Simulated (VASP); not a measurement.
# ZnS: single point with PBE

ZnS:

```
Zn S
1.0
     0.00000    2.72156    2.82362
     2.72156    0.00000    2.82362
     2.72156    2.72156    0.00000
Zn S
1 1
Direct
  0.00000 0.00000 0.00000
  0.75000 0.75000 0.75000
```

This cell differs from its parent crystal: strain +0.0375 x Voigt [0, 0, 1, 0, 0, 0].

```yaml
Program: VASP 6.6.1
Task: single point
Functional: PBE
Potentials_or_basis: VASP PAW PBE potentials, release 64 (Zn, S)
Cutoff: 520 eV
k_mesh: 8 × 8 × 8
Occupations: gaussian, width 0.05 eV
Spin: no spin polarisation
```

```yaml
Pressure: -2.3 GPa
Band_gap_on_the_k_mesh: 1.81 eV, direct
```

Stress tensor (GPa, compression positive):
```
-1.71  0.00  0.00
 0.00 -1.71  0.00
 0.00  0.00 -3.34
```

Levels at points of the mesh, in eV from the valence-band top:
| k point | band 7 | band 8 | band 9 | band 10 | band 11 | band 12 |
| --- | --- | --- | --- | --- | --- | --- |
| (0.00, 0.00, 0.00) | -0.13 | 0.00 | 0.00 | 1.81 | 6.39 | 6.39 |
| (0.50, 0.00, 0.00) | -4.95 | -0.92 | -0.73 | 3.13 | 6.78 | 7.06 |
| (0.50, 0.50, 0.00) | -4.51 | -1.93 | -1.93 | 3.61 | 4.25 | 10.28 |
| (0.50, 0.00, 0.50) | -4.30 | -2.15 | -2.08 | 3.44 | 3.91 | 10.65 |

Run time: 31 s on 1 thread of AMD EPYC 7R43 64-Core Processor (Zen 3), with other jobs on the host, peak memory 0.15 GiB.

Caveat: the cell differs from its parent crystal (strain +0.0375 x Voigt [0, 0, 1, 0, 0, 0]).
